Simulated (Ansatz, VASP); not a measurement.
One calculation of Ga3As, two programs

INCAR

```
PREC = Accurate
ENCUT = 600
EDIFF = 1E-7
ISMEAR = 0
SIGMA = 0.1
LREAL = F
LASPH = T
NELM = 60
ALGO = Normal
ISIF = 3
LWAVE = F
LCHARG = F
GGA = PE
IBRION = 2
NSW = 90
EDIFFG = -0.04
```

The input KPOINTS:

```
regular mesh
0
Gamma
  6 6 2
```

File POSCAR:

```
Ga3As
1.0
    3.6983932900      0.0000000000      0.0000000000
   -1.8491966500      3.2029025500      0.0000000000
    0.0000000000      0.0000000000      7.9456962500
Ga As
3 1
Direct
    0.6666666700      0.3333333300      0.1228424800
    0.6666666700      0.3333333300      0.8771575200
    0.6666666700      0.3333333300      0.5000000000
    0.3333333300      0.6666666700      0.5000000000
```

Input for Ansatz:

```yaml
crystal:
  lattice:
    - [3.69839329, 0.0, 0.0]
    - [-1.84919665, 3.20290255, 0.0]
    - [0.0, 0.0, 7.94569625]
  atoms:
    - { symbol: Ga, position: [0.66666667, 0.33333333, 0.12284248] }
    - { symbol: Ga, position: [0.66666667, 0.33333333, 0.87715752] }
    - { symbol: Ga, position: [0.66666667, 0.33333333, 0.5] }
    - { symbol: As, position: [0.33333333, 0.66666667, 0.5] }
basis:
  ecutwfc: 420
kpoints:
  mp_grid: { grid: [6, 6, 2] }
hamiltonian:
  xc: pbe
scf:
  occupations: { method: gaussian, width: 0.1 }
  lower_state_search: "off"
output:
  forces: true
  stress: true
  eigenvalues: true
relax:
  adjacent_minimum: "off"
  f_tol: 0.04
  max_steps: 70
  cell: { stress_tol: 0.4 }
```

Alike in both runs: task relaxation of cell and atoms; functional PBE; k mesh 6 × 6 × 2; occupations gaussian, width 0.1 eV; no spin polarisation.

```csv
,VASP,Ansatz
version,VASP 6.6.1,Ansatz 0.2.0
potentials or method,"VASP PAW PBE potentials, release 64 (Ga_d, As), cutoff 600 eV","scalar-relativistic, plane waves, PAW"
valence electrons in the cell,44,54
```

|  | VASP | Ansatz | Ansatz less VASP |
| --- | --- | --- | --- |
| gap on the k mesh at the Fermi level, each at its own relaxed structure (eV) | none | none | - |
| relaxed volume (Å³/atom) | 29.75 | 29.70 | -0.051 |
| relaxed length of the cell vector where the two differ most in proportion (Å) | 7.877 | 7.871 | -0.0060 |

A gap of «none» marks a metal or a gap that the smearing closes. VASP's potentials hold 44 valence electrons a cell and Ansatz's 54, so a difference there can come from the potentials and not from the codes.

The k mesh is coarse, so the values compare programs but aren't converged. Noted on VASP's run: the volume moved by over 15 % at a fixed basis, so the end points are rough.
